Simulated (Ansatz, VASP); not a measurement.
**Two plane-wave programs on La3O2**

```xyz
5
Lattice="4.8767 0.0000 0.0000 0.0000 4.8767 0.0000 0.0000 0.0000 4.8767" Properties=species:S:1:pos:R:3 pbc="T T T"
La    0.0000    2.4383    2.4383
La    2.4383    0.0000    2.4383
La    2.4383    2.4383    0.0000
O     2.4383    2.4383    2.4383
O     0.0000    0.0000    0.0000
```

Alike in both runs: task single point; functional PBE; k mesh 4 × 4 × 4; occupations gaussian, width 0.1 eV; no spin polarisation.

|  | VASP | Ansatz |
| --- | --- | --- |
| version | VASP 6.6.1 | Ansatz 0.2.0 |
| potentials or method | VASP PAW PBE potentials, release 64 (La, O), cutoff 520 eV | scalar-relativistic, plane waves, PAW |
| valence electrons in the cell | 45 | 45 |

```csv
,VASP,Ansatz,Ansatz less VASP
gap on the k mesh at the Fermi level (eV),none,none,-
pressure (GPa),-0.9,-0.8,+0.12
```

A gap of «none» marks a metal or a gap that the smearing closes.

Neither program's run includes spin-orbit coupling.
